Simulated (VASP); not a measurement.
# Rh (Pm-3m) in VASP: further runs, part 2 of 2

VASP 6.6.1. The steps go on from the part before.

### Step 5. Single point, LDA, collinear spin, ferromagnetic start

This run uses another cell than the first one, of 7.62 Å³/atom, 0.500 times its volume.

File INCAR:

```
ALGO = Normal
EDIFF = 1E-6
ENCUT = 520
ISIF = 2
ISMEAR = -1
ISPIN = 2
LASPH = True
LCHARG = False
LMAXMIX = 4
LORBIT = 11
LREAL = False
LWAVE = False
MAGMOM = 1
NBANDS = 18
NELM = 150
PREC = Accurate
SIGMA = 0.08
```

File KPOINTS:

```
k-points
0
Gamma
  17 17 17
```

File POSCAR:

```
Rh
1.0
    1.9682258089      0.0000000000      0.0000000000
    0.0000000000      1.9682258089      0.0000000000
    0.0000000000      0.0000000000      1.9682258089
Rh
1
Direct
    0.0000000000      0.0000000000      0.0000000000
```

Potentials or basis: VASP PAW LDA potentials, release 64 (Rh_pv).

The run is started by

```bash
cat potpaw_LDA.64/Rh_pv/POTCAR > POTCAR
mpirun -np 1 vasp_std > vasp.out
```

OUTCAR:

```text
EDIFF = 1E-6
   ENCUT = 520
   ISIF = 2
   ISMEAR = -1
   ISPIN = 2
   LASPH = True
   LORBIT = 11
   LREAL = False
   NELM = 150
   PREC = Accurate

 ion  position               nearest neighbor table
   1  0.000  0.000  0.000-

  LATTYP: Found a simple cubic cell.
 ALAT       =     1.9682258089

  Lattice vectors:

 A1 = (   1.9682258089,   0.0000000000,   0.0000000000)
 A2 = (   0.0000000000,   1.9682258089,   0.0000000000)
 A3 = (   0.0000000000,   0.0000000000,   1.9682258089)

Analysis of symmetry for initial positions (statically):
=====================================================================
 Subroutine PRICEL returns:
 Original cell was already a primitive cell.

 Routine SETGRP: Setting up the symmetry group for a
 simple cubic supercell.

 Subroutine GETGRP returns: Found 48 space group operations
[... 9 lines left out ...]

 Routine SETGRP: Setting up the symmetry group for a
 simple cubic supercell.

 Subroutine GETGRP returns: Found 48 space group operations
 (whereof 48 operations were pure point group operations)
 out of a pool of 48 trial point group operations.

The dynamic configuration has the point symmetry O_h .

Analysis of structural, dynamic, and magnetic symmetry:
=====================================================================
 Subroutine PRICEL returns:
 Original cell was already a primitive cell.

 Routine SETGRP: Setting up the symmetry group for a
 simple cubic supercell.

 Subroutine GETGRP returns: Found 48 space group operations
 (whereof 48 operations were pure point group operations)
 out of a pool of 48 trial point group operations.

The overall configuration has the point symmetry O_h .

 Subroutine INISYM returns: Found 48 space group operations
[... 5 lines left out ...]
                                     Primitive cell

  volume of cell :       7.6247

  direct lattice vectors                    reciprocal lattice vectors
     1.968225809  0.000000000  0.000000000     0.508071785  0.000000000  0.000000000
     0.000000000  1.968225809  0.000000000     0.000000000  0.508071785  0.000000000
     0.000000000  0.000000000  1.968225809     0.000000000  0.000000000  0.508071785

  length of vectors
     1.968225809  1.968225809  1.968225809     0.508071785  0.508071785  0.508071785

  position of ions in fractional coordinates (direct lattice)
     0.000000000  0.000000000  0.000000000

  ion indices of the primitive-cell ions
   primitive index   ion index
                 1           1

----------------------------------------------------------------------------------------

 KPOINTS: k-points

Automatic generation of k-mesh.
 Grid dimensions read from file:
 generate k-points for:   17   17   17

 Generating k-lattice:

  Cartesian coordinates                     Fractional coordinates (reciprocal lattice)
     0.029886576  0.000000000  0.000000000     0.058823529  0.000000000  0.000000000
     0.000000000  0.029886576  0.000000000     0.000000000  0.058823529  0.000000000
     0.000000000  0.000000000  0.029886576     0.000000000  0.000000000  0.058823529

  Length of vectors
     0.029886576  0.029886576  0.029886576

  Shift w.r.t. Gamma in fractional coordinates (k-lattice)
     0.000000000  0.000000000  0.000000000

 Subroutine IBZKPT returns following result:
 ===========================================

 Found    165 irreducible k-points:

 Following reciprocal coordinates:
            Coordinates               Weight
  0.000000  0.000000  0.000000      1.000000
  0.058824  0.000000  0.000000      6.000000
  0.117647  0.000000  0.000000      6.000000
  0.176471  0.000000  0.000000      6.000000
  0.235294  0.000000  0.000000      6.000000
  0.294118  0.000000  0.000000      6.000000
[... 16 lines left out ...]
  0.411765  0.117647  0.000000     24.000000
  0.470588  0.117647  0.000000     24.000000
 [... further k-points ...]
   k-points           NKPTS =    165   k-points in BZ     NKDIM =    165   number of bands    NBANDS=     18
   number of dos      NEDOS =    301   number of ions     NIONS =      1
   total plane-waves  NPLWV =   4096
   dimension x,y,z NGX =    16 NGY =   16 NGZ =   16
   dimension x,y,z NGXF=    32 NGYF=   32 NGZF=   32
   ions per type =               1
   NGX,Y,Z   is equivalent  to a cutoff of  13.51, 13.51, 13.51 a.u.
   NGXF,Y,Z  is equivalent  to a cutoff of  27.03, 27.03, 27.03 a.u.
 SYSTEM =  unknown system
   PREC   = accura    normal or accurate (medium, high low for compatibility)
   ISTART =      0    job   : 0-new  1-cont  2-samecut
   ICHARG =      2    charge: 1-file 2-atom 10-const
   ISPIN  =      2    spin polarized calculation?
   LNONCOLLINEAR =      F non collinear calculations
   LSORBIT =      F    spin-orbit coupling
   LASPH  =      T    aspherical Exc in radial PAW
   ENCUT  =  520.0 eV  38.22 Ry    6.18 a.u.   3.66  3.66  3.66*2*pi/ulx,y,z
   NELM   =    150;   NELMIN=  2; NELMDL= -5     # of ELM steps
   EDIFF  = 0.1E-05   stopping-criterion for ELM
   LREAL  =      F    real-space projection
   EDIFFG = 0.1E-04   stopping-criterion for IOM
   NSW    =      0    number of steps for IOM
   IBRION =     -1    ionic relax: 0-MD 1-quasi-New 2-CG
   NFREE  =      0    steps in history (QN), initial steepest desc. (CG)
   ISIF   =      2    stress and relaxation
   ISYM   =      2    0-nonsym 1-usesym 2-fastsym
   POTIM  = 0.5000    time-step for ionic-motion
   TEBEG  =    0.0;   TEEND  =   0.0 temperature during run
   PSTRESS=    0.0 pullay stress
   NELECT =      15.0000    total number of electrons
   NUPDOWN=      -1.0000    fix difference up-down
   EMIN   =  10.00;   EMAX   =-10.00  energy-range for DOS
   EFERMI =   0.00;   METHOD = LEGACY
   ISMEAR =    -1;   SIGMA  =   0.08  broadening in eV -4-tet -1-fermi 0-gaus
   EFERMI_NEDOS =   21; number of points for ismear=-14 and -15
   IALGO  =     38    algorithm
   IMIX   =      4    mixing-type and parameters
     AMIX     =   0.40;   BMIX     =  1.00
     AMIX_MAG =   1.60;   BMIX_MAG =  1.00
  volume/ion in A,a.u.               =       7.62        51.45
  Fermi-wavevector in a.u.,A,eV,Ry     =   2.051305  3.876405 57.251329  4.207854
  Thomas-Fermi vector in A             =   3.054000
   LORBIT       =     11    0 simple, 1 ext, 2 COOP (PROOUT), +10 PAW based schemes
   GGA     = CA    functional components
   LHFCALC =     F    Hartree Fock is set to
   AEXX    =    0.0000 exact exchange contribution
   IVDW    =     0    specifies the selected vdW correction
   LEPSILON=     F    determine dielectric tensor
   LRPA    =     F    only Hartree local field effects (RPA)
 spin polarized calculation
  energy-cutoff  :      520.00
  volume of cell :        7.62
 maximum number of plane-waves:       212
 NGX is ok and might be reduce to    16
   NGX =  7   NGY =  7   NGZ =  7

 number of electron      15.0000003 magnetization       0.0009514

 number of electron      15.0000003 magnetization      -0.0008350

 Free energy of the ion-electron system (eV)
  ---------------------------------------------------
  ext. energy  EPLUGINS =         0.00000000
  ---------------------------------------------------
  free energy    TOTEN  =         2.76007435 eV

  energy without entropy =        2.77189519  energy(sigma->0) =        2.76598477

 E-fermi :  26.7794     XC(G=0): -18.2332

 val. band max:       26.7357115413   @ k =   0.1765   0.0588   0.0000
 cond. band min:      26.8049785939   @ k =   0.1176   0.1176   0.1176
 fundamental gap:      0.0692670526
 Fermi energy:        26.7794359342

 spin component 1

 k-point     1 :       0.0000    0.0000    0.0000
  band No.  band energies     occupation
      1     -20.6331      1.00000
      2     -20.6331      1.00000
      3     -20.6331      1.00000
      4      12.3810      1.00000
      5      12.3810      1.00000
      6      14.5169      1.00000
[... 481 lines left out ...]
      5      18.3403      1.00000
      6      18.8758      1.00000
[... 10 lines left out ...]
     17      66.3353      0.00000
     18      76.9351      0.00000

 [... further k-points ...]

 spin component 2

 k-point     1 :       0.0000    0.0000    0.0000
  band No.  band energies     occupation
      1     -20.6334      1.00000
      2     -20.6334      1.00000
      3     -20.6334      1.00000
      4      12.3804      1.00000
      5      12.3804      1.00000
      6      14.5153      1.00000
[... 481 lines left out ...]
      5      18.3395      1.00000
      6      18.8750      1.00000
[... 10 lines left out ...]
     17      66.3335      0.00000
     18      76.9338      0.00000

 [... further k-points ...]
[... 5 lines left out ...]
  --------------------------------------------------------------------------------------
  -------------------------------------------------------------------------------------
  Total       40.1842607     40.1842607     40.1842607      0.0000000     -0.0000000      0.0000000
  in kB     8443.8750588   8443.8750588   8443.8750588      0.0000000     -0.0000000      0.0000000
  external PRESSURE =    8443.8750588 kB  Pullay stress =       0.0000000 kB

 VOLUME and BASIS-vectors are now :
 -----------------------------------------------------------------------------
  energy-cutoff  :      520.00
  volume of cell :        7.62
      direct lattice vectors                 reciprocal lattice vectors
     1.968225809  0.000000000  0.000000000     0.508071785  0.000000000  0.000000000
     0.000000000  1.968225809  0.000000000     0.000000000  0.508071785  0.000000000
     0.000000000  0.000000000  1.968225809     0.000000000  0.000000000  0.508071785

 POSITION                                       TOTAL-FORCE (eV/Angst)
 -----------------------------------------------------------------------------------
      0.00000      0.00000      0.00000         0.000000      0.000000      0.000000
 -----------------------------------------------------------------------------------
    total drift:                                0.000000     -0.000000      0.000000

  FREE ENERGIE OF THE ION-ELECTRON SYSTEM (eV)
  ---------------------------------------------------
  free  energy   TOTEN  =         2.7600743487 eV

  energy  without entropy=        2.7718951869  energy(sigma->0) =        2.76598477

 total charge

# of ion       s       p       d       tot
------------------------------------------
    1        0.818   6.859   8.620  16.297

 magnetization (x)

# of ion       s       p       d       tot
------------------------------------------
    1       -0.000  -0.000  -0.000  -0.000
```

Run time: 20 s. Hardware: 1 thread of Intel Xeon Platinum 8259CL at 2.50GHz (Skylake/Cascade Lake), shared host; peak memory 0.14 GiB.

The run converged, but its numbers aren't listed here, since they failed a check.
